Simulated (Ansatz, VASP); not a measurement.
Two plane-wave programs on Zn

Contents of INCAR:

```
ALGO     = Normal         # electronic algorithm
EDIFF    = 1E-6           # SCF threshold, eV
ENCUT    = 520            # plane-wave cutoff, eV
GGA      = PS             # functional
ISIF     = 2              # what is computed and relaxed
ISMEAR   = -1             # smearing method
LASPH    = True           # aspherical terms in the spheres
LCHARG   = False          # write CHGCAR
LREAL    = False          # projectors in reciprocal space
LWAVE    = False          # write WAVECAR
NBANDS   = 12             # bands
NELM     = 100            # most SCF steps
PREC     = Accurate       # precision mode
SIGMA    = 0.1            # smearing width, eV
```

Contents of KPOINTS:

```
k-points
0
Gamma
  14 14 14
```

File POSCAR:

```
Zn
1.0
    2.5973066608      0.0000000000      0.0000000000
    0.0000000000      2.5973066608      0.0000000000
    0.0000000000      0.0000000000      2.5973066608
Zn
1
Direct
    0.0000000000      0.0000000000      0.0000000000
```

Input for Ansatz:

```yaml
crystal:
  lattice:
    - [2.5973066608, 0.0, 0.0]
    - [0.0, 2.5973066608, 0.0]
    - [0.0, 0.0, 2.5973066608]
  atoms:
    - { symbol: Zn, position: [0.0, 0.0, 0.0] }
hamiltonian:
  xc: pbesol
  pseudopotentials:
    kind: paw
    azcp:
      Zn: "pseudopotentials/Zn.paw.azcp"
basis:
  ecutwfc: 420
  fft_grid_basis: typed
kpoints:
  mp_grid: { grid: [14, 14, 14], shift: [0, 0, 0] }
magnetization:
  spin_polarized: false
scf:
  occupations: { method: fermi_dirac, width: 0.1 }
  lower_state_search: "off"
output:
  stress: true
```

Alike in both runs: task single point; functional PBEsol; k mesh 14 × 14 × 14; occupations fermi-dirac, width 0.1 eV; no spin polarisation.

|  | VASP | Ansatz |
| --- | --- | --- |
| version | VASP 6.6.1 | Ansatz 0.2.0 |
| potentials or method | VASP PAW PBE potentials, release 64 (Zn), cutoff 520 eV | plane waves (420 eV) with PAW, scalar-relativistic |
| valence electrons in the cell | 12 | 12 |

```tsv
	VASP	Ansatz	Ansatz less VASP
pressure (GPa)	-1.7	-2.1	-0.39
```

VASP's potentials were made for PBE, not for PBEsol, and Ansatz warns of the same on its side.
